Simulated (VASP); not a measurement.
Input of a VASP 6.6.1 run:

The input POSCAR:

```
Be
1.0
   -1.2508581168      1.2508581168      1.2508581168
    1.2508581168     -1.2508581168      1.2508581168
    1.2508581168      1.2508581168     -1.2508581168
Be
1
Direct
    0.0000000000      0.0000000000      0.0000000000
```

The input INCAR.step1:

```
  PREC = Accurate
  ENCUT = 520
  ISMEAR = -1
  SIGMA = 0.1
  LREAL = F
  LASPH = T
  NELM = 100
  NBANDS = 7
  GGA = PE
  ALGO = Normal
  EDIFF = 1E-4
  LWAVE = T
  LCHARG = F
```

The input INCAR.step2:

```
  PREC = Accurate
  ENCUT = 520
  EDIFF = 1E-7
  ISMEAR = -1
  SIGMA = 0.1
  LREAL = F
  LASPH = T
  NELM = 100
  ALGO = Normal
  ISIF = 2
  LWAVE = F
  LCHARG = T
  METAGGA = R2SCAN
  LMIXTAU = T
  LELF = T
  LVHAR = T
  NBANDS = 7
  ISTART = 1
```

KPOINTS

```
Automatic mesh
0
Gamma
  9 9 9
```

Potentials or basis: VASP PAW PBE potentials, release 64 (Be).

Launch:

```sh
$ cat potpaw_PBE.64/Be/POTCAR > POTCAR
$ cp INCAR.step1 INCAR
$ mpirun -np 1 vasp_std > vasp.out
$ cp INCAR.step2 INCAR
$ mpirun -np 1 vasp_std > vasp.out
```

Problem. What does it give for the pressure?

Solution. 0.0 GPa.

Problem. Predict the band gap on the k mesh.

Solution. Zero (bands 1 and 2 overlap by 3.52 eV).

Caveat: the k points lie up to 0.39 Å⁻¹ apart, too coarse for converged energies and pressures of a metal; the PAW data sets were made with another functional, which shifts forces and pressure a little.
